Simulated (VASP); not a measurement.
# InSb3 (P4/mmm) in VASP: notebook

The runs below take InSb3 through single point, with PBE.

All numbers are computed with VASP 6.6.1; they aren't measurements. Logs are shortened: lines on timing, memory, paths and dates and some standing lists are left out, and cuts for length are marked.

## (1) The cell of the first run

The structure is tetragonal, space group P4/mmm (No. 123). Conventional cell: a = 5.022 Å, b = 5.022 Å, c = 4.187 Å, α = 90.00°, β = 90.00°, γ = 90.00°. Within 4.3 Å of In (site symmetry 4/mmm) lie 12 Sb at 3.27 to 3.55 Å and 2 In at 4.19 Å. Sb (site symmetry mmm) has 4 In at 3.27 Å and 10 Sb at 3.27 to 4.19 Å within 4.3 Å. Within 4.3 Å of Sb (site symmetry 4/mmm) lie 10 Sb at 3.27 to 4.19 Å and 4 In at 3.55 Å.

## (2) Single point, PBE (volume 26.401 Å^3 an atom, c/a of the conventional cell 0.8336)

INCAR reads:

```
SYSTEM = InSb3
PREC     = Accurate       ! precision mode
ENCUT    = 520            ! plane-wave cutoff, eV
EDIFF    = 1E-7           ! SCF threshold, eV
ISMEAR   = 0              ! smearing method
SIGMA    = 0.15           ! smearing width, eV
LREAL    = .FALSE.        ! projectors in reciprocal space
LASPH    = .TRUE.         ! aspherical terms in the spheres
NELM     = 100            ! most SCF steps
ALGO     = Normal         ! electronic algorithm
ISIF     = 2              ! what is computed and relaxed
LWAVE    = .FALSE.        ! write WAVECAR
LCHARG   = .FALSE.        ! write CHGCAR
GGA      = PE             ! functional
NBANDS   = 22             ! bands
```

KPOINTS reads:

```
regular mesh
0
G
  10 10 10
  0 0 0
```

POSCAR reads:

```
InSb3
1.0
    5.0223567004      0.0000000000      0.0000000000
    0.0000000000      5.0223567004      0.0000000000
    0.0000000000      0.0000000000      4.1866365455
In Sb
1 3
Direct
    0.0000000000      0.0000000000      0.0000000000
    0.5000000000      0.0000000000      0.5000000000
    0.0000000000      0.5000000000      0.5000000000
    0.5000000000      0.5000000000      0.0000000000
```

Potentials or basis: VASP PAW PBE potentials, release 64 (In_d, Sb).

The run is started by

```console
> cat potpaw_PBE.64/In_d/POTCAR potpaw_PBE.64/Sb/POTCAR > POTCAR
> mpirun -np 1 vasp_std > vasp.out
```

OUTCAR:

```text
SYSTEM = InSb3
   PREC = Accurate
   ENCUT = 520
   EDIFF = 1E-7
   ISMEAR = 0
   LREAL = .FALSE.
   LASPH = .TRUE.
   NELM = 100
   ISIF = 2
   GGA = PE

 ion  position               nearest neighbor table
   1  0.000  0.000  0.000-   2 3.27   3 3.27   2 3.27   3 3.27   3 3.27   3 3.27   2 3.27   2 3.27
                             4 3.55   4 3.55   4 3.55   4 3.55
   2  0.500  0.000  0.500-   1 3.27   4 3.27   1 3.27   4 3.27   4 3.27   4 3.27   1 3.27   1 3.27
                             3 3.55   3 3.55   3 3.55   3 3.55
   3  0.000  0.500  0.500-   1 3.27   4 3.27   1 3.27   4 3.27   1 3.27   1 3.27   4 3.27   4 3.27
                             2 3.55   2 3.55   2 3.55   2 3.55
   4  0.500  0.500  0.000-   2 3.27   3 3.27   2 3.27   3 3.27   2 3.27   2 3.27   3 3.27   3 3.27
                             1 3.55   1 3.55   1 3.55   1 3.55

  LATTYP: Found a simple tetragonal cell.
 ALAT       =     5.0223567004
 C/A-ratio  =     0.8336000000

  Lattice vectors:

 A1 = (   5.0223567004,   0.0000000000,   0.0000000000)
 A2 = (   0.0000000000,   5.0223567004,   0.0000000000)
 A3 = (   0.0000000000,   0.0000000000,   4.1866365455)

Analysis of symmetry for initial positions (statically):
=====================================================================
 Subroutine PRICEL returns:
 Original cell was already a primitive cell.

 Routine SETGRP: Setting up the symmetry group for a
 simple tetragonal supercell.

 Subroutine GETGRP returns: Found 16 space group operations
 (whereof 16 operations were pure point group operations)
 out of a pool of 16 trial point group operations.

The static configuration has the point symmetry D_4h.

Analysis of symmetry for dynamics (positions and initial velocities):
=====================================================================
 Subroutine PRICEL returns:
 Original cell was already a primitive cell.

 Routine SETGRP: Setting up the symmetry group for a
 simple tetragonal supercell.

 Subroutine GETGRP returns: Found 16 space group operations
 (whereof 16 operations were pure point group operations)
 out of a pool of 16 trial point group operations.

The dynamic configuration has the point symmetry D_4h.

 Subroutine INISYM returns: Found 16 space group operations
 (whereof 16 operations are pure point group operations),
 and found     1 'primitive' translations

----------------------------------------------------------------------------------------

                                     Primitive cell

  volume of cell :     105.6040

  direct lattice vectors                    reciprocal lattice vectors
     5.022356700  0.000000000  0.000000000     0.199109713  0.000000000  0.000000000
     0.000000000  5.022356700  0.000000000     0.000000000  0.199109713  0.000000000
     0.000000000  0.000000000  4.186636545     0.000000000  0.000000000  0.238855222

  length of vectors
     5.022356700  5.022356700  4.186636545     0.199109713  0.199109713  0.238855222

  position of ions in fractional coordinates (direct lattice)
     0.000000000  0.000000000  0.000000000
     0.500000000  0.000000000  0.500000000
     0.000000000  0.500000000  0.500000000
     0.500000000  0.500000000  0.000000000

  ion indices of the primitive-cell ions
   primitive index   ion index
                 1           1
                 2           2
                 3           3
                 4           4

----------------------------------------------------------------------------------------

 KPOINTS: regular mesh

Automatic generation of k-mesh.
 Grid dimensions read from file:
 generate k-points for:   10   10   10

 Generating k-lattice:

  Cartesian coordinates                     Fractional coordinates (reciprocal lattice)
     0.019910971  0.000000000  0.000000000     0.100000000  0.000000000  0.000000000
     0.000000000  0.019910971  0.000000000     0.000000000  0.100000000  0.000000000
     0.000000000  0.000000000  0.023885522     0.000000000  0.000000000  0.100000000

  Length of vectors
     0.019910971  0.019910971  0.023885522

[... 57 lines left out ...]
      4      -6.1064      2.00000
      5      -6.0996      2.00000
      6      -3.5910      2.00000
[... 14 lines left out ...]
     21      14.3223      0.00000
     22      14.3564      0.00000

 k-point     5 :       0.4000    0.0000    0.0000
  band No.  band energies     occupation
      1      -6.1344      2.00000
      2      -6.1146      2.00000
      3      -6.1108      2.00000
      4      -6.1090      2.00000
      5      -6.0996      2.00000
      6      -3.2534      2.00000
[... 14 lines left out ...]
     21      13.9505      0.00000
     22      15.0842      0.00000

 k-point     6 :       0.5000    0.0000    0.0000
  band No.  band energies     occupation
      1      -6.1332      2.00000
      2      -6.1142      2.00000
      3      -6.1116      2.00000
      4      -6.1100      2.00000
      5      -6.0996      2.00000
      6      -3.0328      2.00000
[... 14 lines left out ...]
     21      13.7673      0.00000
     22      15.2064      0.00000

 k-point     7 :       0.1000    0.1000    0.0000
  band No.  band energies     occupation
      1      -6.1445      2.00000
      2      -6.1178      2.00000
      3      -6.1052      2.00000
      4      -6.1007      2.00000
      5      -6.1006      2.00000
      6      -3.9698      2.00000
[... 324 lines left out ...]
      6      -2.1004      2.00000
[... 14 lines left out ...]
     21      12.4568      0.00000
     22      14.4644      0.00000

 k-point    21 :       0.5000    0.5000    0.0000
  band No.  band energies     occupation
      1      -6.1302      2.00000
      2      -6.1123      2.00000
      3      -6.1122      2.00000
      4      -6.1094      2.00000
      5      -6.1094      2.00000
      6      -1.6446      2.00000
[... 14 lines left out ...]
     21      12.3993      0.00000
     22      14.4372      0.00000

 k-point    22 :       0.0000    0.0000    0.1000
  band No.  band energies     occupation
      1      -6.1458      2.00000
      2      -6.1139      2.00000
      3      -6.1034      2.00000
      4      -6.1029      2.00000
      5      -6.1029      2.00000
      6      -3.9987      2.00000
[... 14 lines left out ...]
     21      14.6824      0.00000
     22      14.9404      0.00000

 k-point    23 :       0.1000    0.0000    0.1000
  band No.  band energies     occupation
      1      -6.1444      2.00000
      2      -6.1135      2.00000
      3      -6.1042      2.00000
      4      -6.1041      2.00000
      5      -6.1028      2.00000
      6      -3.9425      2.00000
[... 14 lines left out ...]
     21      14.3209      0.00000
     22      14.5165      0.00000

 k-point    24 :       0.2000    0.0000    0.1000
  band No.  band energies     occupation
      1      -6.1408      2.00000
      2      -6.1124      2.00000
      3      -6.1072      2.00000
      4      -6.1061      2.00000
      5      -6.1028      2.00000
      6      -3.7759      2.00000
[... 14 lines left out ...]
     21      13.8545      0.00000
     22      14.4656      0.00000

 [... further k-points ...]
[... 5 lines left out ...]
  --------------------------------------------------------------------------------------
  -------------------------------------------------------------------------------------
  Total        2.1339966      2.1339966      1.0228661      0.0000000      0.0000000      0.0000000
  in kB       32.3760559     32.3760559     15.5184735      0.0000000      0.0000000      0.0000000
  external PRESSURE =      26.7568618 kB  Pullay stress =       0.0000000 kB

 VOLUME and BASIS-vectors are now :
 -----------------------------------------------------------------------------
  energy-cutoff  :      520.00
  volume of cell :      105.60
      direct lattice vectors                 reciprocal lattice vectors
     5.022356700  0.000000000  0.000000000     0.199109713  0.000000000  0.000000000
     0.000000000  5.022356700  0.000000000     0.000000000  0.199109713  0.000000000
     0.000000000  0.000000000  4.186636545     0.000000000  0.000000000  0.238855222

 POSITION                                       TOTAL-FORCE (eV/Angst)
 -----------------------------------------------------------------------------------
      0.00000      0.00000      0.00000         0.000000      0.000000      0.000000
      2.51118      0.00000      2.09332         0.000000      0.000000      0.000000
      0.00000      2.51118      2.09332         0.000000      0.000000      0.000000
      2.51118      2.51118      0.00000         0.000000      0.000000      0.000000
 -----------------------------------------------------------------------------------
    total drift:                               -0.000000     -0.000000     -0.000000

  FREE ENERGIE OF THE ION-ELECTRON SYSTEM (eV)
  ---------------------------------------------------
  free  energy   TOTEN  =       -14.2565734000 eV

  energy  without entropy=      -14.2336537189  energy(sigma->0) =      -14.24511356
```

Run time: 3.1 min. Hardware: 1 thread of Intel Xeon Platinum 8259CL at 2.50GHz (Skylake/Cascade Lake), shared host; peak memory 0.41 GiB.

What came out:

| Quantity | Value |
| --- | --- |
| Free energy | -14.2566 eV |
| Pressure | 2.7 GPa |
| Band gap on the k mesh | zero (band 14 reaches 10.91 eV, above the bottom of band 15 at 6.92 eV) |

Caveat: spin-orbit coupling is left out, which moves the levels of the heavy elements.

## (3) Single point, PBE (volume 26.401 Å^3 an atom, c/a of the conventional cell 1.1290)

INCAR reads:

```
SYSTEM = InSb3
PREC = Accurate ; ENCUT = 520
EDIFF = 1E-6 ; ISMEAR = 0
SIGMA = 0.15 ; LREAL = .FALSE.
LASPH = .TRUE. ; NELM = 80
ALGO = Normal ; ISIF = 2
LWAVE = .FALSE. ; LCHARG = .FALSE.
GGA = PE ; NBANDS = 22
```

KPOINTS is that of step 2.

POSCAR reads:

```
InSb3
1.0
    4.5393688749      0.0000000000      0.0000000000
    0.0000000000      4.5393688749      0.0000000000
    0.0000000000      0.0000000000      5.1249474598
In Sb
1 3
Direct
    0.0000000000      0.0000000000      0.0000000000
    0.5000000000      0.0000000000      0.5000000000
    0.0000000000      0.5000000000      0.5000000000
    0.5000000000      0.5000000000      0.0000000000
```

Potentials or basis: VASP PAW PBE potentials, release 64 (In_d, Sb).

The run is started by

```console
> cat potpaw_PBE.64/In_d/POTCAR potpaw_PBE.64/Sb/POTCAR > POTCAR
> mpirun -np 1 vasp_std > vasp.out
```

Run time: 2.3 min. Hardware: 1 thread of Intel Xeon Platinum 8259CL at 2.50GHz (Skylake/Cascade Lake), shared host; peak memory 0.41 GiB.

It converged, with:

- Free energy: -14.2001 eV
- Pressure: 3.1 GPa
- Band gap on the k mesh: zero (band 14 reaches 11.06 eV, above the bottom of band 15 at 7.00 eV)

Stress tensor (GPa, compression positive):
```
3.17 0.00 0.00
0.00 3.17 0.00
0.00 0.00 3.05
```

Levels at points of the mesh, in eV from the Fermi level:
```tsv
k point	band 10	band 11	band 12	band 13	band 14	band 15	band 16	band 17	band 18	band 19
(0.00, 0.00, 0.00)	-4.15	-4.15	-3.34	0.12	0.12	0.58	1.82	2.43	2.43	4.34
(0.50, 0.00, 0.00)	-3.39	-2.63	-2.44	-1.73	-1.11	-0.89	1.75	2.40	2.74	2.91
(0.50, 0.50, 0.00)	-3.38	-2.41	-2.41	-1.67	-1.41	-1.41	-1.41	0.59	4.69	4.86
(0.00, 0.00, 0.50)	-3.07	-3.07	-2.08	-2.08	-0.62	-0.60	1.08	1.81	3.07	3.07
(0.50, 0.00, 0.50)	-1.96	-1.19	-1.19	-1.14	-1.00	-0.80	0.26	1.37	2.67	2.94
(0.50, 0.50, 0.50)	-5.36	-5.11	-5.11	-4.80	2.64	3.00	3.00	4.85	4.91	5.54
```

Caveat: spin-orbit coupling is left out, which moves the levels of the heavy elements.

## (4) Single point, PBE (volume 26.401 Å^3 an atom, c/a of the conventional cell 0.8857)

INCAR reads:

```
SYSTEM = InSb3
  PREC = Accurate
  ENCUT = 520
  EDIFF = 1E-6
  ISMEAR = 0
  SIGMA = 0.15
  LREAL = .False.
  LASPH = .True.
  NELM = 60
  ALGO = Normal
  ISIF = 2
  LWAVE = .False.
  LCHARG = .False.
  GGA = PE
  NBANDS = 22
```

KPOINTS reads:

```
regular mesh
0
Gamma
  10 10 10
  0 0 0
```

POSCAR reads:

```
InSb3
1.0
    4.9218824962      0.0000000000      0.0000000000
    0.0000000000      4.9218824962      0.0000000000
    0.0000000000      0.0000000000      4.3593113269
In Sb
1 3
Direct
    0.0000000000      0.0000000000      0.0000000000
    0.5000000000      0.0000000000      0.5000000000
    0.0000000000      0.5000000000      0.5000000000
    0.5000000000      0.5000000000      0.0000000000
```

The run is started by

```console
> cat potpaw_PBE.64/In_d/POTCAR potpaw_PBE.64/Sb/POTCAR > POTCAR
> mpirun -np 1 vasp_std > vasp.out
```

Run time: 2.2 min. Hardware: 1 thread of Intel Xeon Platinum 8259CL at 2.50GHz (Skylake/Cascade Lake), shared host; peak memory 0.41 GiB.

It converged, with:

```
Free energy            : -14.2200 eV
Pressure               : 3.0 GPa
Band gap on the k mesh : zero (band 14 reaches 11.30 eV, above the bottom of band 15 at 7.13 eV)
```

Stress tensor (GPa, compression positive):
```
3.26 0.00 0.00
0.00 3.26 0.00
0.00 0.00 2.44
```

Levels at points of the mesh, in eV from the Fermi level:
```tsv
k point	band 11	band 12	band 13	band 14	band 15	band 16	band 17	band 18
(0.00, 0.00, 0.00)	-3.73	-3.36	0.01	0.01	0.67	2.05	2.34	2.34
(0.50, 0.00, 0.00)	-2.65	-2.43	-1.56	-0.62	-0.56	1.81	2.34	2.42
(0.50, 0.50, 0.00)	-0.93	-0.76	-0.76	-0.66	-0.66	0.82	1.71	2.43
(0.00, 0.00, 0.50)	-2.95	-2.26	-2.26	-1.68	-1.30	1.71	1.71	2.70
(0.50, 0.00, 0.50)	-2.06	-1.99	-1.58	-1.37	-1.22	-0.87	0.78	3.67
(0.50, 0.50, 0.50)	-5.28	-5.07	-4.82	2.87	2.98	3.85	3.85	4.40
```

Caveat: spin-orbit coupling is left out, which moves the levels of the heavy elements.

## (5) Single point, PBE (volume 27.145 Å^3 an atom, c/a of the conventional cell 0.8336)

INCAR is that of step 4.

KPOINTS reads:

```
Automatic mesh
0
Gamma
  10 10 10
  0 0 0
```

POSCAR reads:

```
InSb3
1.0
    5.0690982686      0.0000000000      0.0000000000
    0.0000000000      5.0690982686      0.0000000000
    0.0000000000      0.0000000000      4.2256003167
In Sb
1 3
Direct
    0.0000000000      0.0000000000      0.0000000000
    0.5000000000      0.0000000000      0.5000000000
    0.0000000000      0.5000000000      0.5000000000
    0.5000000000      0.5000000000      0.0000000000
```

The run is started by

```console
> cat potpaw_PBE.64/In_d/POTCAR potpaw_PBE.64/Sb/POTCAR > POTCAR
> mpirun -np 1 vasp_std > vasp.out
```

Run time: 2.4 min. Hardware: 1 thread of Intel Xeon Platinum 8259CL at 2.50GHz (Skylake/Cascade Lake), shared host; peak memory 0.41 GiB.

It converged, with:

```yaml
Free_energy: -14.2906 eV
Pressure: 1.0 GPa
Band_gap_on_the_k_mesh: zero (band 14 reaches 10.47 eV, above the bottom of band 15 at 6.63 eV)
```

Stress tensor (GPa, compression positive):
```
1.47 0.00 0.00
0.00 1.47 0.00
0.00 0.00 0.06
```

Levels at points of the mesh, in eV from the Fermi level:
| k point | band 12 | band 13 | band 14 | band 15 | band 16 | band 17 |
| --- | --- | --- | --- | --- | --- | --- |
| (0.00, 0.00, 0.00) | -3.12 | -0.31 | -0.31 | 0.86 | 2.23 | 2.79 |
| (0.50, 0.00, 0.00) | -1.94 | -1.07 | -0.26 | -0.19 | 1.54 | 2.18 |
| (0.50, 0.50, 0.00) | -0.37 | -0.37 | -0.28 | -0.28 | 1.33 | 1.90 |
| (0.00, 0.00, 0.50) | -2.13 | -2.13 | -1.82 | -1.41 | 1.43 | 1.43 |
| (0.50, 0.00, 0.50) | -2.06 | -1.53 | -1.36 | -1.16 | -1.08 | 0.80 |
| (0.50, 0.50, 0.50) | -4.78 | -4.66 | 2.42 | 2.54 | 3.51 | 3.51 |

Caveat: spin-orbit coupling is left out, which moves the levels of the heavy elements.

## (6) Single point, PBE (volume 27.145 Å^3 an atom, c/a of the conventional cell 1.0625)

INCAR reads:

```
ALGO = Normal
EDIFF = 1E-6
ENCUT = 520
GGA = PE
ISIF = 2
ISMEAR = 0
LASPH = True
LCHARG = False
LREAL = False
LWAVE = False
NBANDS = 22
NELM = 60
PREC = Accurate
SIGMA = 0.15
```

KPOINTS reads:

```
k-points
0
Gamma
  10 10 10
```

POSCAR reads:

```
InSb3
1.0
    4.6752729009      0.0000000000      0.0000000000
    0.0000000000      4.6752729009      0.0000000000
    0.0000000000      0.0000000000      4.9674774572
In Sb
1 3
Direct
    0.0000000000      0.0000000000      0.0000000000
    0.5000000000      0.0000000000      0.5000000000
    0.0000000000      0.5000000000      0.5000000000
    0.5000000000      0.5000000000      0.0000000000
```

Potentials or basis: VASP PAW PBE potentials, release 64 (In_d, Sb).

The run is started by

```console
> cat potpaw_PBE.64/In_d/POTCAR potpaw_PBE.64/Sb/POTCAR > POTCAR
> mpirun -np 1 vasp_std > vasp.out
```

It took 2.2 min on 1 thread of Intel Xeon Platinum 8259CL at 2.50GHz (Skylake/Cascade Lake), shared host; peak memory 0.42 GiB.

Results (log left out):

```
Free energy            : -14.2463 eV
Pressure               : 1.4 GPa
Band gap on the k mesh : zero (band 14 reaches 11.19 eV, above the bottom of band 15 at 6.82 eV)
```

Stress tensor (GPa, compression positive):
```
1.47 0.00 0.00
0.00 1.47 0.00
0.00 0.00 1.26
```

Levels at points of the mesh, in eV from the Fermi level:
```
           k point  band 10  band 11  band 12  band 13  band 14  band 15  band 16  band 17  band 18  band 19
(0.00, 0.00, 0.00)    -4.20    -4.20    -3.50     0.36     0.36     0.49     1.76     1.97     1.97     4.57
(0.50, 0.00, 0.00)    -3.15    -2.68    -2.36    -1.91    -1.17    -0.91     1.94     2.26     2.35     2.66
(0.50, 0.50, 0.00)    -2.92    -2.01    -2.01    -1.52    -1.27    -1.27    -0.93     0.81     3.93     4.12
(0.00, 0.00, 0.50)    -2.97    -2.97    -2.09    -2.09    -0.85    -0.71     1.62     2.20     2.59     2.59
(0.50, 0.00, 0.50)    -2.23    -1.41    -1.40    -1.27    -1.05    -0.97    -0.11     1.20     3.03     3.27
(0.50, 0.50, 0.50)    -5.14    -5.02    -5.02    -4.79     3.10     3.37     3.37     4.12     4.19     6.04
```

Caveat: spin-orbit coupling is left out, which moves the levels of the heavy elements.

## (7) Summary

| cell | gap on the mesh (eV) | pressure (GPa) |
| --- | --- | --- |
| a = 5.022, b = 5.022, c = 4.187 Å, 4 atoms | none | 2.7 |
| a = 4.539, b = 4.539, c = 5.125 Å, 4 atoms | none | 3.1 |
| a = 4.922, b = 4.922, c = 4.359 Å, 4 atoms | none | 3.0 |
| a = 5.069, b = 5.069, c = 4.226 Å, 4 atoms | none | 1.0 |
| a = 4.675, b = 4.675, c = 4.967 Å, 4 atoms | none | 1.4 |

Alike in all rows: task single point; level PBE; potentials or basis VASP PAW PBE potentials, release 64 (In_d, Sb); no spin polarisation; k mesh 10 × 10 × 10; cutoff (eV) 520; smearing gaussian 0.15 eV.

Caveats: spin-orbit coupling is left out, which moves the levels of the heavy elements.

Total energies depend on the potentials used, so only differences within one code and one set of settings carry meaning.
